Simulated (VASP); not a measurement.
TaN: single point with PBE

TaN:

```
Ta N
1.0
     3.05000    0.00000    0.00000
    -1.52500    2.64138    0.00000
     0.00000    0.00000    4.94000
Ta N
2 2
Direct
  0.33333 0.66667 0.00000
  0.66667 0.33333 0.50000
  0.33333 0.66667 0.38500
  0.66667 0.33333 0.88500
```

* Program: VASP 6.6.1
* Task: single point
* Functional: PBE
* Potentials or basis: VASP PAW PBE potentials, release 64 (Ta_pv, N)
* Cutoff: 520 eV
* k mesh: 18 × 18 × 10
* Occupations: gaussian, width 0.1 eV
* Spin: no spin polarisation
* Dipole correction: no
* Further INCAR settings: ALGO = Normal; EDIFF = 1e-06; NBANDS = 24

* Pressure: 140.3 GPa
* Largest force: 2.359 eV/Å
* Band gap on the k mesh: zero (bands 16 and 17 overlap by 2.86 eV)

Forces in eV/Å, atoms in the order of the input:
```
Ta   0.000  0.000  2.359
Ta   0.000  0.000  2.359
N    0.000  0.000 -2.359
N    0.000  0.000 -2.359
```

Stress tensor (GPa, compression positive):
```
148.99   0.00   0.00
  0.00 148.99   0.00
  0.00   0.00 122.81
```

Levels at points of the mesh, in eV from the Fermi level:
```
           k point  band 13  band 14  band 15  band 16  band 17  band 18  band 19  band 20
(0.00, 0.00, 0.00)    -7.88    -7.55    -0.82    -0.82    -0.34     2.15     2.68     2.68
(0.50, 0.00, 0.00)    -6.18    -5.22    -2.44    -1.03     0.44     1.44     2.04     3.79
(0.00, 0.00, 0.50)    -8.46    -8.46     1.22     1.22     1.22     1.22     1.88     1.88
(0.50, 0.00, 0.50)    -6.50    -6.50    -0.46    -0.46     2.16     2.16     2.28     2.28
```

Run time: 2.9 min on 1 thread of Intel Xeon 8259CL, with other jobs on the host, peak memory 0.3 GiB.

Caveat: the cell stands under pressure; spin-orbit coupling is left out, which moves the levels of the heavy elements; forces of over 1 eV/Å act on the atoms, so gaps and moduli don't describe the material at rest.
